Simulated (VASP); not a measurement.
# MgB2 (P6/mmm) in VASP: notebook

The runs below take MgB2 through electric field gradients, with LDA.

Everything below comes from runs of VASP 6.6.1. Logs are shortened: lines on timing, memory, paths and dates and some standing lists are left out, and cuts for length are marked.

### Step 1. The cell of the first run

Symmetry: P6/mmm, No. 191, hexagonal system. Conventional cell: a = 3.075 Å, b = 3.075 Å, c = 3.511 Å, α = 90.00°, β = 90.00°, γ = 120.00°. Within 3.3 Å of Mg (site symmetry 6/mmm) lie 12 B at 2.50 Å and 6 Mg at 3.07 Å. Within 2.4 Å of B (site symmetry -6m2) lie 3 B at 1.78 Å.

### Step 2. Electric field gradients, LDA (volume scaled by 0.99)

File INCAR:

```
SYSTEM = MgB2
ALGO = Normal ; EDIFF = 1E-8
ENCUT = 520 ; GGA = CA
ISIF = 2 ; ISMEAR = -1
LASPH = .TRUE. ; LCHARG = .FALSE.
LEFG = .TRUE. ; LREAL = .FALSE.
LWAVE = .FALSE. ; NBANDS = 11
NELM = 60 ; PREC = Accurate
SIGMA = 0.05
```

File KPOINTS:

```
k-points
0
G
  15 15 12
  0 0 0
```

File POSCAR:

```
MgB2
1.0
    3.0746829003      0.0000000000      0.0000000000
   -1.5373414502      2.6627535003      0.0000000000
    0.0000000000      0.0000000000      3.5112173033
Mg B
1 2
Direct
    0.0000000000      0.0000000000      0.0000000000
    0.3333333333      0.6666666667      0.5000000000
    0.6666666667      0.3333333333      0.5000000000
```

Potentials or basis: VASP PAW LDA potentials, release 64 (Mg, B).

Launch:

```sh
cat potpaw_LDA.64/Mg/POTCAR potpaw_LDA.64/B/POTCAR > POTCAR
mpirun -np 1 vasp_std > vasp.out
```

OUTCAR:

```text
SYSTEM = MgB2
   EDIFF = 1E-8
   ENCUT = 520
   GGA = CA
   ISIF = 2
   ISMEAR = -1
   LASPH = .TRUE.
   LREAL = .FALSE.
   NELM = 60
   PREC = Accurate

 ion  position               nearest neighbor table
   1  0.000  0.000  0.000-   2 2.50   3 2.50   2 2.50   3 2.50   3 2.50   3 2.50   2 2.50   2 2.50
                             3 2.50   3 2.50   2 2.50   2 2.50
   2  0.333  0.667  0.500-   3 1.78   3 1.78   3 1.78   1 2.50   1 2.50   1 2.50   1 2.50   1 2.50
                             1 2.50
   3  0.667  0.333  0.500-   2 1.78   2 1.78   2 1.78   1 2.50   1 2.50   1 2.50   1 2.50   1 2.50
                             1 2.50

  LATTYP: Found a hexagonal cell.
 ALAT       =     3.0746829003
 C/A-ratio  =     1.1419770484

  Lattice vectors:

 A1 = (   3.0746829003,   0.0000000000,   0.0000000000)
 A2 = (  -1.5373414502,   2.6627535003,   0.0000000000)
 A3 = (   0.0000000000,   0.0000000000,   3.5112173033)

Analysis of symmetry for initial positions (statically):
=====================================================================
 Subroutine PRICEL returns:
 Original cell was already a primitive cell.

 Routine SETGRP: Setting up the symmetry group for a
 hexagonal supercell.

 Subroutine GETGRP returns: Found 24 space group operations
 (whereof 24 operations were pure point group operations)
 out of a pool of 24 trial point group operations.

The static configuration has the point symmetry D_6h.

Analysis of symmetry for dynamics (positions and initial velocities):
=====================================================================
 Subroutine PRICEL returns:
 Original cell was already a primitive cell.

 Routine SETGRP: Setting up the symmetry group for a
 hexagonal supercell.

 Subroutine GETGRP returns: Found 24 space group operations
 (whereof 24 operations were pure point group operations)
 out of a pool of 24 trial point group operations.

The dynamic configuration has the point symmetry D_6h.

 Subroutine INISYM returns: Found 24 space group operations
 (whereof 24 operations are pure point group operations),
 and found     1 'primitive' translations

[... 138 lines left out ...]
  ext. energy  EPLUGINS =         0.00000000
  ---------------------------------------------------
  free energy    TOTEN  =       -17.26295038 eV

  energy without entropy =      -17.25635190  energy(sigma->0) =      -17.25965114

 E-fermi :   5.2728     XC(G=0): -11.1342

 val. band max:        5.2665350844   @ k =   0.3333   0.2000   0.0833
 cond. band min:       5.2774799558   @ k =   0.0667   0.0000   0.0833
 fundamental gap:      0.0109448714
 Fermi energy:         5.2728092488

 k-point     1 :       0.0000    0.0000    0.0000
  band No.  band energies     occupation
      1      -7.0628      2.00000
      2       2.3388      2.00000
      3       5.6455      0.00116
      4       5.6455      0.00116
      5       6.9582      0.00000
      6      11.5941      0.00000
      7      11.5941      0.00000
      8      13.6129      0.00000
      9      15.1886      0.00000
     10      17.9155      0.00000
     11      21.3772      0.00000
[... 309 lines left out ...]
 k-point    24 :       0.4000    0.2000    0.0000
  band No.  band energies     occupation
      1      -2.6879      2.00000
      2      -2.0696      2.00000
      3       0.8766      2.00000
      4       6.0748      0.00000
      5       8.0212      0.00000
      6      10.9483      0.00000
      7      11.2328      0.00000
      8      13.3117      0.00000
      9      14.7869      0.00000
     10      17.0949      0.00000
     11      19.0146      0.00000

 [... further k-points ...]
[... 5 lines left out ...]
  --------------------------------------------------------------------------------------
  -------------------------------------------------------------------------------------
  Total       -1.3317909     -1.3317909     -0.9973993      0.0000000      0.0000000     -0.0000000
  in kB      -74.2262690    -74.2262690    -55.5892266      0.0000000      0.0000000     -0.0000000
  external PRESSURE =     -68.0139216 kB  Pullay stress =       0.0000000 kB

 VOLUME and BASIS-vectors are now :
 -----------------------------------------------------------------------------
  energy-cutoff  :      520.00
  volume of cell :       28.75
      direct lattice vectors                 reciprocal lattice vectors
     3.074682900  0.000000000  0.000000000     0.325236791  0.187775549  0.000000000
    -1.537341450  2.662753500  0.000000000     0.000000000  0.375551098  0.000000000
     0.000000000  0.000000000  3.511217303     0.000000000  0.000000000  0.284801513

 POSITION                                       TOTAL-FORCE (eV/Angst)
 -----------------------------------------------------------------------------------
      0.00000      0.00000      0.00000        -0.000000      0.000000      0.000000
     -0.00000      1.77517      1.75561         0.000000      0.000000     -0.000000
      1.53734      0.88758      1.75561        -0.000000      0.000000      0.000000
 -----------------------------------------------------------------------------------
    total drift:                                0.000000     -0.000000     -0.000000

  FREE ENERGIE OF THE ION-ELECTRON SYSTEM (eV)
  ---------------------------------------------------
  free  energy   TOTEN  =       -17.2629503813 eV

  energy  without entropy=      -17.2563519047  energy(sigma->0) =      -17.25965114

 Electric field gradients (V/A^2)
---------------------------------------------------------------------
 ion       V_xx      V_yy      V_zz      V_xy      V_xz      V_yz
---------------------------------------------------------------------
   1       0.320     0.320    -0.639    -0.000     0.000    -0.000
   2      -9.841    -9.841    19.682     0.000     0.000     0.000
   3      -9.841    -9.841    19.682     0.000     0.000     0.000
---------------------------------------------------------------------

 Electric field gradients after diagonalization (V/A^2)
 (convention: |V_zz| > |V_xx| > |V_yy|)
----------------------------------------------------------------------
 ion       V_xx      V_yy      V_zz     asymmetry (V_yy - V_xx)/ V_zz
----------------------------------------------------------------------
   1       0.320     0.320    -0.639       0.000
   2      -9.841    -9.841    19.682       0.000
   3      -9.841    -9.841    19.682       0.000
----------------------------------------------------------------------

           NMR quadrupolar parameters

 Cq : quadrupolar parameter    Cq=e*Q*V_zz/h
 eta: asymmetry parameters     (V_yy - V_xx)/ V_zz
 Q  : nuclear electric quadrupole moment in mb (millibarn)
----------------------------------------------------------------------
 ion       Cq(MHz)       eta       Q (mb)
----------------------------------------------------------------------
   1      -0.002       0.000       1.000
   2       0.048       0.000       1.000
   3       0.048       0.000       1.000
----------------------------------------------------------------------
```

OSZICAR:

```text
N       E                     dE             d eps       ncg     rms          rms(c)
DAV:   1     0.250436656403E+01    0.25044E+01   -0.38235E+03  4414   0.613E+02
DAV:   2    -0.185270749118E+02   -0.21031E+02   -0.19805E+02  5293   0.107E+02
DAV:   3    -0.191223657917E+02   -0.59529E+00   -0.58962E+00  5477   0.148E+01
DAV:   4    -0.191237872070E+02   -0.14214E-02   -0.14211E-02  4895   0.767E-01
DAV:   5    -0.191237908697E+02   -0.36627E-05   -0.36625E-05  5183   0.411E-02    0.520E+00
DAV:   6    -0.175313571002E+02    0.15924E+01   -0.20511E+00  4718   0.658E+00    0.231E+00
DAV:   7    -0.172707649734E+02    0.26059E+00   -0.10198E+00  4880   0.462E+00    0.666E-01
DAV:   8    -0.172718179095E+02   -0.10529E-02   -0.10050E-01  4675   0.171E+00    0.377E-01
DAV:   9    -0.172630566959E+02    0.87612E-02   -0.19900E-02  4650   0.631E-01    0.600E-02
DAV:  10    -0.172629556367E+02    0.10106E-03   -0.10396E-03  5176   0.180E-01    0.197E-02
DAV:  11    -0.172629513448E+02    0.42919E-05   -0.32933E-05  4668   0.347E-02    0.399E-03
DAV:  12    -0.172629504924E+02    0.85244E-06   -0.53226E-06  4752   0.104E-02    0.157E-03
DAV:  13    -0.172629503816E+02    0.11081E-06   -0.34549E-07  4686   0.309E-03    0.164E-04
DAV:  14    -0.172629503813E+02    0.30724E-09   -0.87089E-09  3659   0.634E-04
   1 F= -.17262950E+02 E0= -.17259651E+02  d E =-.659848E-02
```

Wall time 64 s (1 thread of Intel Xeon 8259CL, shared host); peak memory 0.18 GiB.

What came out:

```
Free energy            : -17.2630 eV
Pressure               : -6.8 GPa
Band gap on the k mesh : zero (band 4 reaches 7.09 eV, above the bottom of band 5 at 3.27 eV)
```

Levels at points of the mesh, in eV from the Fermi level:
```tsv
k point	band 2	band 3	band 4	band 5	band 6	band 7
(0.00, 0.00, 0.00)	-2.93	0.37	0.37	1.69	6.32	6.32
(0.00, 0.00, 0.50)	-7.46	0.75	0.75	6.66	6.66	7.96
```

Electric field gradients, principal values (V/Å²):
| atom | least | middle | greatest (by size) |
| --- | --- | --- | --- |
| 1 Mg | 0.320 | 0.320 | -0.639 |
| 2 B | -9.841 | -9.841 | 19.682 |
| 3 B | -9.841 | -9.841 | 19.682 |

Caveat: without QUAD_EFG the Cq values of the log hold for a quadrupole moment of 1 mb, not for the nuclei.

(Continued in part 2 of 3.)
